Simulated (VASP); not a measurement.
# ZnHgO2 (P4/mmm) in VASP: notebook, part 2 of 2

VASP 6.6.1.

## (3) Single point, PBE

The input, INCAR:

```
SYSTEM = ZnHgO2
PREC = Accurate
ENCUT = 600
EDIFF = 1E-6
ISMEAR = -1
SIGMA = 0.05
LREAL = .FALSE.
LASPH = .TRUE.
NELM = 120
ALGO = Normal
ISIF = 2
LWAVE = .FALSE.
LCHARG = .FALSE.
GGA = PE
NBANDS = 30
GGA_COMPAT = .FALSE.
```

The input, KPOINTS:

```
Automatic mesh
0
G
  5 5 6
  0 0 0
```

The input, POSCAR:

```
ZnHgO2
1.0
    4.0092200000      0.0000000000      0.0000000000
    0.0000000000      4.0092200000      0.0000000000
    0.0000000000      0.0000000000      3.3045900000
Zn Hg O
1 1 2
Direct
    0.0000000000      0.0000000000      0.0000000000
    0.5000000000      0.5000000000      0.5000000000
    0.5000000000      0.0000000000      0.0000000000
    0.0000000000      0.5000000000      0.0000000000
```

Potentials or basis: VASP PAW PBE potentials, release 64 (Zn, Hg_sv_GW, O).

On the command line:

```bash
> cat potpaw_PBE.64/Zn/POTCAR potpaw_PBE.64/Hg_sv_GW/POTCAR potpaw_PBE.64/O/POTCAR > POTCAR
> mpirun -np 1 vasp_std > vasp.out
```

OUTCAR:

```text
SYSTEM = ZnHgO2
   PREC = Accurate
   ENCUT = 600
   EDIFF = 1E-6
   ISMEAR = -1
   LREAL = .FALSE.
   LASPH = .TRUE.
   NELM = 120
   ISIF = 2
   GGA = PE

 ion  position               nearest neighbor table
   1  0.000  0.000  0.000-   3 2.00   4 2.00   4 2.00   3 2.00
   2  0.500  0.500  0.500-   3 2.60   4 2.60   3 2.60   4 2.60   3 2.60   3 2.60   4 2.60   4 2.60

   3  0.500  0.000  0.000-   1 2.00   1 2.00   2 2.60   2 2.60   2 2.60   2 2.60
   4  0.000  0.500  0.000-   1 2.00   1 2.00   2 2.60   2 2.60   2 2.60   2 2.60

  LATTYP: Found a simple tetragonal cell.
 ALAT       =     4.0092200000
 C/A-ratio  =     0.8242476093

  Lattice vectors:

 A1 = (   4.0092200000,   0.0000000000,   0.0000000000)
 A2 = (   0.0000000000,   4.0092200000,   0.0000000000)
 A3 = (   0.0000000000,   0.0000000000,   3.3045900000)

Analysis of symmetry for initial positions (statically):
=====================================================================
 Subroutine PRICEL returns:
 Original cell was already a primitive cell.

 Routine SETGRP: Setting up the symmetry group for a
 simple tetragonal supercell.

 Subroutine GETGRP returns: Found 16 space group operations
 (whereof 16 operations were pure point group operations)
 out of a pool of 16 trial point group operations.

The static configuration has the point symmetry D_4h.

Analysis of symmetry for dynamics (positions and initial velocities):
=====================================================================
 Subroutine PRICEL returns:
 Original cell was already a primitive cell.

 Routine SETGRP: Setting up the symmetry group for a
 simple tetragonal supercell.

 Subroutine GETGRP returns: Found 16 space group operations
 (whereof 16 operations were pure point group operations)
 out of a pool of 16 trial point group operations.

The dynamic configuration has the point symmetry D_4h.

 Subroutine INISYM returns: Found 16 space group operations
 (whereof 16 operations are pure point group operations),
 and found     1 'primitive' translations

----------------------------------------------------------------------------------------

                                     Primitive cell

  volume of cell :      53.1175

  direct lattice vectors                    reciprocal lattice vectors
     4.009220000  0.000000000  0.000000000     0.249425075  0.000000000  0.000000000
     0.000000000  4.009220000  0.000000000     0.000000000  0.249425075  0.000000000
     0.000000000  0.000000000  3.304590000     0.000000000  0.000000000  0.302609401

  length of vectors
     4.009220000  4.009220000  3.304590000     0.249425075  0.249425075  0.302609401

  position of ions in fractional coordinates (direct lattice)
     0.000000000  0.000000000  0.000000000
     0.500000000  0.500000000  0.500000000
     0.500000000  0.000000000  0.000000000
     0.000000000  0.500000000  0.000000000

  ion indices of the primitive-cell ions
   primitive index   ion index
                 1           1
                 2           2
                 3           3
                 4           4

----------------------------------------------------------------------------------------

 KPOINTS: Automatic mesh

Automatic generation of k-mesh.
 Grid dimensions read from file:
 generate k-points for:    5    5    6

 Generating k-lattice:

  Cartesian coordinates                     Fractional coordinates (reciprocal lattice)
     0.049885015  0.000000000  0.000000000     0.200000000  0.000000000  0.000000000
     0.000000000  0.049885015  0.000000000     0.000000000  0.200000000  0.000000000
     0.000000000  0.000000000  0.050434900     0.000000000  0.000000000  0.166666667

  Length of vectors
     0.049885015  0.049885015  0.050434900

  Shift w.r.t. Gamma in fractional coordinates (k-lattice)
     0.000000000  0.000000000  0.000000000

 Subroutine IBZKPT returns following result:
 ===========================================

 Found     24 irreducible k-points:

 Following reciprocal coordinates:
            Coordinates               Weight
  0.000000  0.000000  0.000000      1.000000
  0.200000  0.000000  0.000000      4.000000
  0.400000  0.000000  0.000000      4.000000
  0.200000  0.200000  0.000000      4.000000
  0.400000  0.200000  0.000000      8.000000
  0.400000  0.400000  0.000000      4.000000
[... 16 lines left out ...]
  0.400000  0.200000  0.500000      8.000000
  0.400000  0.400000  0.500000      4.000000
   k-points           NKPTS =     24   k-points in BZ     NKDIM =     24   number of bands    NBANDS=     30
   number of dos      NEDOS =    301   number of ions     NIONS =      4
   total plane-waves  NPLWV =  28672
   dimension x,y,z NGX =    32 NGY =   32 NGZ =   28
   dimension x,y,z NGXF=    64 NGYF=   64 NGZF=   56
   ions per type =               1   1   2
   NGX,Y,Z   is equivalent  to a cutoff of  13.27, 13.27, 14.09 a.u.
   NGXF,Y,Z  is equivalent  to a cutoff of  26.54, 26.54, 28.17 a.u.
 SYSTEM =  ZnHgO2
   PREC   = accura    normal or accurate (medium, high low for compatibility)
   ISTART =      0    job   : 0-new  1-cont  2-samecut
   ICHARG =      2    charge: 1-file 2-atom 10-const
   ISPIN  =      1    spin polarized calculation?
   LNONCOLLINEAR =      F non collinear calculations
   LSORBIT =      F    spin-orbit coupling
   LASPH  =      T    aspherical Exc in radial PAW
   ENCUT  =  600.0 eV  44.10 Ry    6.64 a.u.   8.01  8.01  6.60*2*pi/ulx,y,z
   NELM   =    120;   NELMIN=  2; NELMDL= -5     # of ELM steps
   EDIFF  = 0.1E-05   stopping-criterion for ELM
   LREAL  =      F    real-space projection
   EDIFFG = 0.1E-04   stopping-criterion for IOM
   NSW    =      0    number of steps for IOM
   IBRION =     -1    ionic relax: 0-MD 1-quasi-New 2-CG
   NFREE  =      0    steps in history (QN), initial steepest desc. (CG)
   ISIF   =      2    stress and relaxation
   ISYM   =      2    0-nonsym 1-usesym 2-fastsym
   POTIM  = 0.5000    time-step for ionic-motion
   TEBEG  =    0.0;   TEEND  =   0.0 temperature during run
   PSTRESS=    0.0 pullay stress
   NELECT =      44.0000    total number of electrons
   NUPDOWN=      -1.0000    fix difference up-down
   EMIN   =  10.00;   EMAX   =-10.00  energy-range for DOS
   EFERMI =   0.00;   METHOD = LEGACY
   ISMEAR =    -1;   SIGMA  =   0.05  broadening in eV -4-tet -1-fermi 0-gaus
   EFERMI_NEDOS =   21; number of points for ismear=-14 and -15
   IALGO  =     38    algorithm
   IMIX   =      4    mixing-type and parameters
     AMIX     =   0.40;   BMIX     =  1.00
     AMIX_MAG =   1.60;   BMIX_MAG =  1.00
  volume/ion in A,a.u.               =      13.28        89.61
  Fermi-wavevector in a.u.,A,eV,Ry     =   1.537493  2.905441 32.162622  2.363886
  Thomas-Fermi vector in A             =   2.643994
   LORBIT       =      0    0 simple, 1 ext, 2 COOP (PROOUT), +10 PAW based schemes
   GGA     = PE    functional components
   LHFCALC =     F    Hartree Fock is set to
   AEXX    =    0.0000 exact exchange contribution
   IVDW    =     0    specifies the selected vdW correction
   LEPSILON=     F    determine dielectric tensor
   LRPA    =     F    only Hartree local field effects (RPA)
 non-spin polarized calculation
  energy-cutoff  :      600.00
  volume of cell :       53.12
 maximum number of plane-waves:      1785
   NGX = 17   NGY = 17   NGZ = 13

 number of electron      44.0000027 magnetization

 Free energy of the ion-electron system (eV)
  ---------------------------------------------------
  ext. energy  EPLUGINS =         0.00000000
  ---------------------------------------------------
  free energy    TOTEN  =       -13.20700256 eV

  energy without entropy =      -13.19707425  energy(sigma->0) =      -13.20203840

 E-fermi :   3.6885     XC(G=0): -11.4499

 val. band max:        3.6729581364   @ k =   0.4000   0.4000   0.5000
 cond. band min:       4.0217405191   @ k =   0.2000   0.2000   0.0000
 fundamental gap:      0.3487823827
 Fermi energy:         3.6885086075

 k-point     1 :       0.0000    0.0000    0.0000
  band No.  band energies     occupation
      1    -110.0684      2.00000
      2     -58.4704      2.00000
      3     -58.4704      2.00000
      4     -58.4396      2.00000
      5     -14.4470      2.00000
      6     -13.2384      2.00000
[... 781 lines left out ...]
     29      15.2088      0.00000
     30      15.5211      0.00000

------------------------ aborting loop because EDIFF is reached ----------------------------------------

  FORCE on cell =-STRESS in cart. coord.  units (eV):
  Direction    XX          YY          ZZ          XY          YZ          ZX
  --------------------------------------------------------------------------------------
  -------------------------------------------------------------------------------------
  Total        0.2126127      0.2126127     -0.0429388      0.0000000      0.0000000      0.0000000
  in kB        6.4130178      6.4130178     -1.2951591      0.0000000      0.0000000      0.0000000
  external PRESSURE =       3.8436255 kB  Pullay stress =       0.0000000 kB

 VOLUME and BASIS-vectors are now :
 -----------------------------------------------------------------------------
  energy-cutoff  :      600.00
  volume of cell :       53.12
      direct lattice vectors                 reciprocal lattice vectors
     4.009220000  0.000000000  0.000000000     0.249425075  0.000000000  0.000000000
     0.000000000  4.009220000  0.000000000     0.000000000  0.249425075  0.000000000
     0.000000000  0.000000000  3.304590000     0.000000000  0.000000000  0.302609401

 POSITION                                       TOTAL-FORCE (eV/Angst)
 -----------------------------------------------------------------------------------
      0.00000      0.00000      0.00000         0.000000      0.000000      0.000000
      2.00461      2.00461      1.65230         0.000000      0.000000      0.000000
      2.00461      0.00000      0.00000         0.000000      0.000000      0.000000
      0.00000      2.00461      0.00000         0.000000      0.000000      0.000000
 -----------------------------------------------------------------------------------
    total drift:                                0.000000      0.000000     -0.000000

  FREE ENERGIE OF THE ION-ELECTRON SYSTEM (eV)
  ---------------------------------------------------
  free  energy   TOTEN  =       -13.2070025588 eV

  energy  without entropy=      -13.1970742507  energy(sigma->0) =      -13.20203840
```

OSZICAR:

```text
N       E                     dE             d eps       ncg     rms          rms(c)
DAV:   1     0.705087800960E+03    0.70509E+03   -0.27313E+04  1592   0.228E+03
DAV:   2     0.696962783790E+02   -0.63539E+03   -0.59599E+03  1440   0.699E+02
DAV:   3    -0.125623997511E+02   -0.82259E+02   -0.79945E+02  1894   0.238E+02
DAV:   4    -0.170119336187E+02   -0.44495E+01   -0.44263E+01  1732   0.626E+01
DAV:   5    -0.171629999708E+02   -0.15107E+00   -0.15102E+00  1920   0.125E+01    0.173E+01
DAV:   6    -0.132490365874E+02    0.39140E+01   -0.10520E+01  2396   0.579E+01    0.179E+01
DAV:   7    -0.132851857322E+02   -0.36149E-01   -0.27630E+00  1648   0.148E+01    0.118E+01
DAV:   8    -0.132659753575E+02    0.19210E-01   -0.85164E-01  2006   0.100E+01    0.237E+00
DAV:   9    -0.132066834542E+02    0.59292E-01   -0.19626E-01  1984   0.499E+00    0.944E-01
DAV:  10    -0.132069819651E+02   -0.29851E-03   -0.22133E-02  1620   0.113E+00    0.206E-01
DAV:  11    -0.132070470028E+02   -0.65038E-04   -0.77787E-04  1834   0.402E-01    0.120E-01
DAV:  12    -0.132069968406E+02    0.50162E-04   -0.38633E-04  1856   0.242E-01    0.313E-02
DAV:  13    -0.132070006149E+02   -0.37743E-05   -0.21614E-05  2022   0.894E-02    0.163E-02
DAV:  14    -0.132070024900E+02   -0.18750E-05   -0.54701E-06  1614   0.288E-02    0.603E-03
DAV:  15    -0.132070025588E+02   -0.68835E-07   -0.80355E-07   986   0.222E-02
   1 F= -.13207003E+02 E0= -.13202038E+02  d E =-.992831E-02
```

stdout:

```text
POSCAR found type information on POSCAR ZnHgO
 POSCAR found :  3 types and       4 ions
 scaLAPACK will be used
 LDA part: xc-table for (Slater+PW92), standard interpolation
 POSCAR, INCAR and KPOINTS ok, starting setup
 FFT: planning ... GRIDC
 FFT: planning ... GRID_SOFT
 FFT: planning ... GRID
 WAVECAR not read
 entering main loop
```

It used 140 s of CPU time on 1 thread of AMD EPYC 7R13 Processor (Zen 3) (shared host).

What came out:

```
Free energy            : -13.2070 eV
Pressure               : 0.4 GPa
Band gap on the k mesh : zero (band 22 reaches 3.67 eV, above the bottom of band 23 at 2.32 eV)
```

Levels at points of the mesh, in eV from the Fermi level:
| k point | band 18 | band 19 | band 20 | band 21 | band 22 | band 23 | band 24 | band 25 | band 26 | band 27 |
| --- | --- | --- | --- | --- | --- | --- | --- | --- | --- | --- |
| (0.00, 0.00, 0.00) | -4.62 | -2.51 | -2.17 | -1.71 | -1.71 | -1.37 | 2.35 | 8.90 | 8.90 | 11.49 |
| (0.00, 0.00, 0.50) | -3.24 | -3.24 | -1.02 | -0.56 | -0.56 | 3.45 | 3.60 | 5.72 | 5.83 | 7.09 |

Caveat: spin-orbit coupling is left out, which moves the levels of the heavy elements.
